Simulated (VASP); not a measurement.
# Te (P3_121) in VASP: a series of runs

The runs below take Te through single point, with r2SCAN.

All numbers are computed with VASP 6.6.1; they aren't measurements. Logs are shortened: lines on timing, memory, paths and dates and some standing lists are left out, and cuts for length are marked.

**1. The cell of the first run**

Symmetry: P3_121, No. 152, trigonal system. The conventional cell has a = 4.632 Å, b = 4.632 Å, c = 5.887 Å, α = 90.00°, β = 90.00°, γ = 120.00°. Te (site symmetry 2) has 6 Te at 2.83 to 3.62 Å within 3.7 Å.

**2. Single point, r2SCAN**

POSCAR reads:

```
Te
1.0
    4.6324895870      0.0000000000      0.0000000000
   -2.3162447935      4.0118536651      0.0000000000
    0.0000000000      0.0000000000      5.8869033494
Te
3
Direct
    0.2535874851      0.0000000000      0.3333333333
    1.0000000000      0.2535874851      0.6666666667
    0.7464125149      0.7464125149      0.0000000000
```

INCAR.step1 reads:

```
PREC = Accurate
ENCUT = 550
ISMEAR = -1
SIGMA = 1.0
LREAL = F
LASPH = T
NELM = 120
NBANDS = 16
GGA = PE
ALGO = Normal
EDIFF = 1E-5
LWAVE = T
LCHARG = F
GGA_COMPAT = F
```

INCAR.step2 reads:

```
PREC = Accurate
ENCUT = 550
EDIFF = 1E-6
ISMEAR = -1
SIGMA = 1.0
LREAL = F
LASPH = T
NELM = 120
ALGO = Normal
ISIF = 2
LWAVE = F
LCHARG = T
METAGGA = R2SCAN
LMIXTAU = T
LELF = T
LVHAR = T
NBANDS = 16
ISTART = 1
GGA_COMPAT = F
```

KPOINTS reads:

```
regular mesh
0
Gamma
  8 8 6
```

Potentials or basis: VASP PAW PBE potentials, release 64 (Te).

Command:

```
cat potpaw_PBE.64/Te/POTCAR > POTCAR
cp INCAR.step1 INCAR
mpirun -np 1 vasp_std > vasp.out
cp INCAR.step2 INCAR
mpirun -np 1 vasp_std > vasp.out
```

OUTCAR:

```text
PREC = Accurate
   ENCUT = 550
   EDIFF = 1E-6
   ISMEAR = -1
   LREAL = F
   LASPH = T
   NELM = 120
   ISIF = 2
   METAGGA = R2SCAN
   ISTART = 1

 ion  position               nearest neighbor table
   1  0.254  0.000  0.333-   3 2.83   2 2.83   3 3.62   3 3.62   2 3.62   2 3.62
   2  0.000  0.254  0.667-   3 2.83   1 2.83   3 3.62   3 3.62   1 3.62   1 3.62
   3  0.746  0.746  0.000-   2 2.83   1 2.83   1 3.62   2 3.62   2 3.62   1 3.62

  LATTYP: Found a hexagonal cell.
 ALAT       =     4.6324895870
 C/A-ratio  =     1.2707860944

  Lattice vectors:

 A1 = (   4.6324895870,   0.0000000000,   0.0000000000)
 A2 = (  -2.3162447935,   4.0118536651,   0.0000000000)
 A3 = (   0.0000000000,   0.0000000000,   5.8869033494)

Analysis of symmetry for initial positions (statically):
=====================================================================
 Subroutine PRICEL returns:
 Original cell was already a primitive cell.

 Routine SETGRP: Setting up the symmetry group for a
 hexagonal supercell.

 Subroutine GETGRP returns: Found  6 space group operations
 (whereof  2 operations were pure point group operations)
 out of a pool of 24 trial point group operations.

The static configuration has the point symmetry C_2 .
 The point group associated with its full space group is D_3 .

Analysis of symmetry for dynamics (positions and initial velocities):
=====================================================================
 Subroutine PRICEL returns:
 Original cell was already a primitive cell.

 Routine SETGRP: Setting up the symmetry group for a
 hexagonal supercell.

 Subroutine GETGRP returns: Found  6 space group operations
 (whereof  2 operations were pure point group operations)
 out of a pool of 24 trial point group operations.

The dynamic configuration has the point symmetry C_2 .
 The point group associated with its full space group is D_3 .

 Subroutine INISYM returns: Found  6 space group operations
 (whereof  2 operations are pure point group operations),
 and found     1 'primitive' translations

----------------------------------------------------------------------------------------

                                     Primitive cell

  volume of cell :     109.4073

  direct lattice vectors                    reciprocal lattice vectors
     4.632489587  0.000000000  0.000000000     0.215866648  0.124630667  0.000000000
    -2.316244794  4.011853665  0.000000000     0.000000000  0.249261335  0.000000000
     0.000000000  0.000000000  5.886903349     0.000000000  0.000000000  0.169868595

  length of vectors
     4.632489587  4.632489587  5.886903349     0.249261335  0.249261335  0.169868595

  position of ions in fractional coordinates (direct lattice)
     0.253587485  0.000000000  0.333333333
     1.000000000  0.253587485  0.666666667
     0.746412515  0.746412515  0.000000000

  ion indices of the primitive-cell ions
   primitive index   ion index
                 1           1
                 2           2
                 3           3

----------------------------------------------------------------------------------------

 KPOINTS: regular mesh

Automatic generation of k-mesh.
 Grid dimensions read from file:
 generate k-points for:    8    8    6

 Generating k-lattice:

  Cartesian coordinates                     Fractional coordinates (reciprocal lattice)
     0.026983331  0.015578833  0.000000000     0.125000000 -0.000000000  0.000000000
     0.000000000  0.031157667  0.000000000     0.000000000  0.125000000  0.000000000
     0.000000000  0.000000000  0.028311432     0.000000000  0.000000000  0.166666667

  Length of vectors
     0.031157667  0.031157667  0.028311432

  Shift w.r.t. Gamma in fractional coordinates (k-lattice)
     0.000000000  0.000000000  0.000000000

 Subroutine IBZKPT returns following result:
 ===========================================

 Found     50 irreducible k-points:

 Following reciprocal coordinates:
            Coordinates               Weight
  0.000000  0.000000  0.000000      1.000000
  0.125000 -0.000000  0.000000      6.000000
  0.250000 -0.000000  0.000000      6.000000
  0.375000 -0.000000  0.000000      6.000000
  0.500000 -0.000000  0.000000      3.000000
  0.125000  0.125000  0.000000      6.000000
[... 16 lines left out ...]
 -0.125000  0.500000  0.166667     12.000000
  0.250000  0.250000  0.166667     12.000000
 [... further k-points ...]
   k-points           NKPTS =     50   k-points in BZ     NKDIM =     50   number of bands    NBANDS=     16
   number of dos      NEDOS =    301   number of ions     NIONS =      3
   total plane-waves  NPLWV =  62208
   dimension x,y,z NGX =    36 NGY =   36 NGZ =   48
   dimension x,y,z NGXF=    72 NGYF=   72 NGZF=   96
   ions per type =               3
   NGX,Y,Z   is equivalent  to a cutoff of  12.92, 12.92, 13.56 a.u.
   NGXF,Y,Z  is equivalent  to a cutoff of  25.84, 25.84, 27.11 a.u.
 SYSTEM =  unknown system
   PREC   = accura    normal or accurate (medium, high low for compatibility)
   ISTART =      1    job   : 0-new  1-cont  2-samecut
   ICHARG =      0    charge: 1-file 2-atom 10-const
   ISPIN  =      1    spin polarized calculation?
   LNONCOLLINEAR =      F non collinear calculations
   LSORBIT =      F    spin-orbit coupling
   LASPH  =      T    aspherical Exc in radial PAW
   ENCUT  =  550.0 eV  40.42 Ry    6.36 a.u.   8.86  8.86 11.26*2*pi/ulx,y,z
   NELM   =    120;   NELMIN=  2; NELMDL=  0     # of ELM steps
   EDIFF  = 0.1E-05   stopping-criterion for ELM
   LREAL  =      F    real-space projection
   EDIFFG = 0.1E-04   stopping-criterion for IOM
   NSW    =      0    number of steps for IOM
   IBRION =     -1    ionic relax: 0-MD 1-quasi-New 2-CG
   NFREE  =      0    steps in history (QN), initial steepest desc. (CG)
   ISIF   =      2    stress and relaxation
   ISYM   =      2    0-nonsym 1-usesym 2-fastsym
   POTIM  = 0.5000    time-step for ionic-motion
   TEBEG  =    0.0;   TEEND  =   0.0 temperature during run
   PSTRESS=    0.0 pullay stress
   NELECT =      18.0000    total number of electrons
   NUPDOWN=      -1.0000    fix difference up-down
   EMIN   =  10.00;   EMAX   =-10.00  energy-range for DOS
   EFERMI =   0.00;   METHOD = LEGACY
   ISMEAR =    -1;   SIGMA  =   1.00  broadening in eV -4-tet -1-fermi 0-gaus
   EFERMI_NEDOS =   21; number of points for ismear=-14 and -15
   IALGO  =     38    algorithm
   IMIX   =      4    mixing-type and parameters
     AMIX     =   0.40;   BMIX     =  1.00
     AMIX_MAG =   1.60;   BMIX_MAG =  1.00
  volume/ion in A,a.u.               =      36.47       246.11
  Fermi-wavevector in a.u.,A,eV,Ry     =   0.897050  1.695179 10.948601  0.804699
  Thomas-Fermi vector in A             =   2.019586
   LORBIT       =      0    0 simple, 1 ext, 2 COOP (PROOUT), +10 PAW based schemes
   METAGGA = R2SCAN    functional components
   LHFCALC =     F    Hartree Fock is set to
   AEXX    =    0.0000 exact exchange contribution
   IVDW    =     0    specifies the selected vdW correction
   LEPSILON=     F    determine dielectric tensor
   LRPA    =     F    only Hartree local field effects (RPA)
 non-spin polarized calculation
  energy-cutoff  :      550.00
  volume of cell :      109.41
 maximum number of plane-waves:      3250
 NGX is ok and might be reduce to    36
   NGX = 17   NGY = 17   NGZ = 23

 number of electron      17.9999999 magnetization

 Free energy of the ion-electron system (eV)
  ---------------------------------------------------
  ext. energy  EPLUGINS =         0.00000000
  ---------------------------------------------------
  free energy    TOTEN  =       -78.71905533 eV

  energy without entropy =      -72.84008974  energy(sigma->0) =      -75.77957254

 E-fermi :   5.1770     XC(G=0):  -9.1333

 val. band max:        4.9027189404   @ k =   0.3750   0.2500   0.5000
 cond. band min:       5.6820237257   @ k =   0.0000   0.0000   0.5000
 fundamental gap:      0.7793047853
 Fermi energy:         5.1770051318

 k-point     1 :       0.0000    0.0000    0.0000
  band No.  band energies     occupation
      1      -8.9373      2.00000
      2      -5.5263      1.99996
      3      -5.5263      1.99996
      4       1.6967      1.94024
      5       1.9330      1.92491
      6       1.9330      1.92491
[... 8 lines left out ...]
     15      11.1431      0.00512
     16      11.8475      0.00253

 k-point     2 :       0.1250   -0.0000    0.0000
  band No.  band energies     occupation
      1      -8.8495      2.00000
      2      -5.5725      1.99996
      3      -5.5076      1.99995
      4       1.1085      1.96637
      5       1.5637      1.94749
      6       1.8399      1.93136
[... 8 lines left out ...]
     15      11.4479      0.00377
     16      11.7729      0.00273

 k-point     3 :       0.2500   -0.0000    0.0000
  band No.  band energies     occupation
      1      -8.6079      2.00000
      2      -5.7387      1.99996
      3      -5.4589      1.99995
      4       0.4402      1.98262
      5       1.0650      1.96778
      6       1.5547      1.94795
[... 8 lines left out ...]
     15      11.8031      0.00265
     16      12.4620      0.00137

 k-point     4 :       0.3750   -0.0000    0.0000
  band No.  band energies     occupation
      1      -8.3005      2.00000
      2      -6.0101      1.99997
      3      -5.4058      1.99995
      4       0.1864      1.98649
      5       0.7123      1.97724
      6       1.3864      1.95583
[... 8 lines left out ...]
     15      12.7050      0.00108
     16      13.5433      0.00047

 k-point     5 :       0.5000   -0.0000    0.0000
  band No.  band energies     occupation
      1      -8.1385      2.00000
      2      -6.1690      1.99998
      3      -5.3825      1.99995
      4       0.1741      1.98665
      5       0.5934      1.97977
      6       1.4975      1.95077
[... 8 lines left out ...]
     15      13.7763      0.00037
     16      13.9564      0.00031

 k-point     6 :       0.1250    0.1250    0.0000
  band No.  band energies     occupation
      1      -8.6841      2.00000
      2      -5.6609      1.99996
      3      -5.4943      1.99995
      4       0.6556      1.97849
      5       0.9617      1.97089
      6       1.8941      1.92768
[... 8 lines left out ...]
     15      11.8231      0.00259
     16      12.1179      0.00193
[... 267 lines left out ...]
 k-point    21 :      -0.1250    0.3750    0.1667
  band No.  band energies     occupation
      1      -8.3058      2.00000
      2      -6.3900      1.99998
      3      -5.0174      1.99993
      4       0.1392      1.98711
      5       0.6311      1.97900
      6       1.5851      1.94639
[... 8 lines left out ...]
     15      12.6717      0.00111
     16      13.2184      0.00064

 k-point    22 :       0.3750    0.1250    0.1667
  band No.  band energies     occupation
      1      -8.0646      2.00000
      2      -6.3517      1.99998
      3      -5.3102      1.99994
      4       0.2135      1.98612
      5       0.4466      1.98251
      6       1.5503      1.94817
[... 8 lines left out ...]
     15      12.7565      0.00102
     16      13.1625      0.00068

 k-point    23 :      -0.1250    0.5000    0.1667
  band No.  band energies     occupation
      1      -8.0574      2.00000
      2      -6.4110      1.99998
      3      -5.2270      1.99994
      4       0.0162      1.98859
      5       0.4183      1.98299
      6       1.4292      1.95394
[... 8 lines left out ...]
     15      12.8421      0.00094
     16      13.8395      0.00035

 k-point    24 :       0.2500    0.2500    0.1667
  band No.  band energies     occupation
      1      -8.0690      2.00000
      2      -6.3456      1.99998
      3      -5.3010      1.99994
      4       0.0505      1.98820
      5       0.5558      1.98051
      6       1.6287      1.94406
[... 8 lines left out ...]
     15      12.8211      0.00096
     16      13.3406      0.00057

 [... further k-points ...]

------------------------ aborting loop because EDIFF is reached ----------------------------------------

  FORCE on cell =-STRESS in cart. coord.  units (eV):
  Direction    XX          YY          ZZ          XY          YZ          ZX
  --------------------------------------------------------------------------------------
  -------------------------------------------------------------------------------------
  Total        2.6628670      2.6628670      4.5239491     -0.0000000      0.0000000     -0.0000000
  in kB       38.9954206     38.9954206     66.2493856     -0.0000000      0.0000000     -0.0000000
  external PRESSURE =      48.0800756 kB  Pullay stress =       0.0000000 kB

 VOLUME and BASIS-vectors are now :
 -----------------------------------------------------------------------------
  energy-cutoff  :      550.00
  volume of cell :      109.41
      direct lattice vectors                 reciprocal lattice vectors
     4.632489587  0.000000000  0.000000000     0.215866648  0.124630667  0.000000000
    -2.316244794  4.011853665  0.000000000     0.000000000  0.249261335  0.000000000
     0.000000000  0.000000000  5.886903349     0.000000000  0.000000000  0.169868595

 POSITION                                       TOTAL-FORCE (eV/Angst)
 -----------------------------------------------------------------------------------
      1.17474      0.00000      1.96230         1.038054     -0.000000     -0.000000
     -0.58737      1.01736      3.92460        -0.519027      0.898981      0.000000
      1.72887      2.99450      0.00000        -0.519027     -0.898981      0.000000
 -----------------------------------------------------------------------------------
    total drift:                                0.000000     -0.000000     -0.000000

  FREE ENERGIE OF THE ION-ELECTRON SYSTEM (eV)
  ---------------------------------------------------
  free  energy   TOTEN  =       -78.7190553288 eV

  energy  without entropy=      -72.8400897414  energy(sigma->0) =      -75.77957254
```

Wall time 3.4 min (1 thread of Intel Xeon Platinum 8488C (Sapphire Rapids), shared host); peak memory 0.29 GiB.

Results:

| Item | Value |
| --- | --- |
| Free energy | -78.7191 eV |
| Pressure | 4.8 GPa |
| Largest force | 1.038 eV/Å |
| Band gap on the k mesh | 0.78 eV (least direct gap 0.80 eV) |

Forces in eV/Å, atoms in the order of the input:
```
Te   1.038  0.000  0.000
Te  -0.519  0.899  0.000
Te  -0.519 -0.899  0.000
```

Levels at points of the mesh, in eV from the valence-band top:
```
           k point  band 6  band 7  band 8  band 9  band 10  band 11  band 12  band 13
(0.00, 0.00, 0.00)   -2.97   -1.70   -1.70   -0.70     1.25     1.25     1.74     5.45
(0.50, 0.00, 0.00)   -3.41   -3.13   -1.24   -0.93     1.29     1.43     3.75     3.84
(0.00, 0.00, 0.50)   -2.77   -1.38   -1.24   -1.24     0.78     0.85     0.85     4.78
(0.50, 0.00, 0.50)   -3.66   -2.19   -1.82   -0.09     1.20     2.16     2.62     5.14
```

Caveat: the cell stands under pressure; the PAW data sets were made with another functional, which shifts forces and pressure a little; spin-orbit coupling is left out, which moves the levels of the heavy elements. A k mesh can miss the band edges.

**3. Single point, r2SCAN**

POSCAR is that of step 2.

INCAR.step1 reads:

```
SYSTEM = Te
PREC     = Accurate       ! precision mode
ENCUT    = 550            ! plane-wave cutoff, eV
ISMEAR   = 0              ! smearing method
SIGMA    = 0.03           ! smearing width, eV
LREAL    = .False.        ! projectors in reciprocal space
LASPH    = .True.         ! aspherical terms in the spheres
NELM     = 120            ! most SCF steps
NBANDS   = 16             ! bands
GGA      = PE             ! functional
ALGO     = Normal         ! electronic algorithm
EDIFF    = 1E-5           ! SCF threshold, eV
LWAVE    = .True.         ! write WAVECAR
LCHARG   = .False.        ! write CHGCAR
GGA_COMPAT= .False.
```

INCAR.step2 reads:

```
SYSTEM = Te
PREC     = Accurate       ! precision mode
ENCUT    = 550            ! plane-wave cutoff, eV
EDIFF    = 1E-6           ! SCF threshold, eV
ISMEAR   = 0              ! smearing method
SIGMA    = 0.03           ! smearing width, eV
LREAL    = .False.        ! projectors in reciprocal space
LASPH    = .True.         ! aspherical terms in the spheres
NELM     = 120            ! most SCF steps
ALGO     = Normal         ! electronic algorithm
ISIF     = 2              ! what is computed and relaxed
LWAVE    = .False.        ! write WAVECAR
LCHARG   = .False.        ! write CHGCAR
METAGGA  = R2SCAN         ! meta-GGA
LMIXTAU  = .True.       
NBANDS   = 16             ! bands
ISTART   = 1            
GGA_COMPAT= .False.
```

KPOINTS reads:

```
Automatic mesh
0
Gamma
  8 8 6
  0 0 0
```

Potentials or basis: VASP PAW PBE potentials, release 64 (Te).

Command:

```
cat potpaw_PBE.64/Te/POTCAR > POTCAR
cp INCAR.step1 INCAR
mpirun -np 1 vasp_std > vasp.out
cp INCAR.step2 INCAR
mpirun -np 1 vasp_std > vasp.out
```

OUTCAR:

```text
SYSTEM = Te
   PREC = Accurate
   ENCUT = 550
   EDIFF = 1E-6
   ISMEAR = 0
   LREAL = .False.
   LASPH = .True.
   NELM = 120
   ISIF = 2
   METAGGA = R2SCAN
   ISTART = 1

 ion  position               nearest neighbor table
   1  0.254  0.000  0.333-   3 2.83   2 2.83   3 3.62   3 3.62   2 3.62   2 3.62
   2  0.000  0.254  0.667-   3 2.83   1 2.83   3 3.62   3 3.62   1 3.62   1 3.62
   3  0.746  0.746  0.000-   2 2.83   1 2.83   1 3.62   2 3.62   2 3.62   1 3.62

  LATTYP: Found a hexagonal cell.
 ALAT       =     4.6324895870
[... 653 lines left out ...]

  FORCE on cell =-STRESS in cart. coord.  units (eV):
  Direction    XX          YY          ZZ          XY          YZ          ZX
  --------------------------------------------------------------------------------------
  -------------------------------------------------------------------------------------
  Total       -0.0129400     -0.0129400      0.0912362      0.0000000      0.0000000     -0.0000000
  in kB       -0.1894956     -0.1894956      1.3360767      0.0000000      0.0000000     -0.0000000
  external PRESSURE =       0.3190285 kB  Pullay stress =       0.0000000 kB

 VOLUME and BASIS-vectors are now :
 -----------------------------------------------------------------------------
  energy-cutoff  :      550.00
  volume of cell :      109.41
      direct lattice vectors                 reciprocal lattice vectors
     4.632489587  0.000000000  0.000000000     0.215866648  0.124630667  0.000000000
    -2.316244794  4.011853665  0.000000000     0.000000000  0.249261335  0.000000000
     0.000000000  0.000000000  5.886903349     0.000000000  0.000000000  0.169868595

 POSITION                                       TOTAL-FORCE (eV/Angst)
 -----------------------------------------------------------------------------------
      1.17474      0.00000      1.96230         0.019327     -0.000000      0.000000
     -0.58737      1.01736      3.92460        -0.009663      0.016738      0.000000
      1.72887      2.99450      0.00000        -0.009663     -0.016738      0.000000
 -----------------------------------------------------------------------------------
    total drift:                               -0.000000     -0.000000      0.000000

  FREE ENERGIE OF THE ION-ELECTRON SYSTEM (eV)
  ---------------------------------------------------
  free  energy   TOTEN  =       -76.2468485519 eV

  energy  without entropy=      -76.2468485519  energy(sigma->0) =      -76.24684855
```

It took 3.7 min on 1 thread of Intel Xeon Platinum 8488C (Sapphire Rapids), shared host; peak memory 0.29 GiB.

What came out:

```
Free energy            : -76.2468 eV
Pressure               : 0.0 GPa
Largest force          : 0.019 eV/Å
Band gap on the k mesh : 0.78 eV
```

Forces in eV/Å, atoms in the order of the input:
```
Te   0.019  0.000  0.000
Te  -0.010  0.017  0.000
Te  -0.010 -0.017  0.000
```

Levels at points of the mesh, in eV from the valence-band top:
```csv
k point,band 6,band 7,band 8,band 9,band 10,band 11,band 12,band 13
"(0.00, 0.00, 0.00)",-3.01,-1.69,-1.69,-0.66,1.24,1.24,1.74,5.43
"(0.50, 0.00, 0.00)",-3.41,-3.12,-1.25,-0.92,1.29,1.45,3.76,3.84
"(0.00, 0.00, 0.50)",-2.79,-1.36,-1.23,-1.23,0.78,0.87,0.87,4.77
"(0.50, 0.00, 0.50)",-3.68,-2.18,-1.80,-0.10,1.18,2.16,2.62,5.14
```

Caveat: the PAW data sets were made with another functional, which shifts forces and pressure a little; spin-orbit coupling is left out, which moves the levels of the heavy elements. A k mesh can miss the band edges.

(Continued in part 2 of 2.)
